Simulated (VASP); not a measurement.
SiC:

```xyz
4
Lattice="3.1649 0.0000 0.0000 -1.5824 2.7409 0.0000 0.0000 0.0000 4.8701" Properties=species:S:1:pos:R:3 pbc="T T T"
Si    0.0000    1.8272    1.2175
Si    1.5824    0.9136    3.6526
C     1.5824    0.9136    1.2175
C     0.0000    1.8272    3.6526
```

| Item | Value |
| --- | --- |
| Program | VASP 6.6.1 |
| Task | relaxation of cell and atoms |
| Functional | PBEsol |
| Potentials or basis | VASP PAW PBE potentials, release 64 (Si, C) |
| Cutoff | 600 eV |
| k mesh | 12 × 12 × 6 |
| Occupations | fermi-dirac, width 0.02 eV |
| Spin | no spin polarisation |

At the start: pressure -3.0 GPa; volume 10.56 Å³/atom.

**Question.** Where does the relaxation end?

**Answer.** Over 9 steps the energy falls by 5.1 meV/atom and the volume is 10.20 Å³/atom (-3.4 %); space group P6_3/mmc (No. 194, to 0.05 Å).

The path:
| step | energy change (eV) | largest force (eV/Å) | pressure (GPa) | volume (Å³) |
| --- | --- | --- | --- | --- |
| 1 | 0.0000 | 0.0000 | -2.99 | 42.25 |
| 2 | -0.0041 | 0.0000 | 2.73 | 41.05 |
| 3 | -0.0072 | 0.0000 | 0.40 | 41.52 |
| 4 | -0.0149 | 0.0000 | 0.37 | 41.21 |
| 5 | -0.0202 | 0.0000 | 0.43 | 40.75 |
| 6 | -0.0203 | 0.0000 | 0.45 | 40.69 |
| 7 | -0.0203 | 0.0000 | 0.45 | 40.71 |
| 8 | -0.0200 | 0.0000 | -0.84 | 40.95 |
| 9 | -0.0204 | 0.0000 | 0.00 | 40.79 |

Final structure:
```
Si C
1.0
     3.16801    0.00000    0.00000
    -1.58401    2.74358    0.00000
     0.00000    0.00000    4.69305
Si C
2 2
Direct
  0.33333 0.66667 0.25000
  0.66667 0.33333 0.75000
  0.66667 0.33333 0.25000
  0.33333 0.66667 0.75000
```

Caveat: the PAW data sets were made with another functional, which shifts forces and pressure a little.
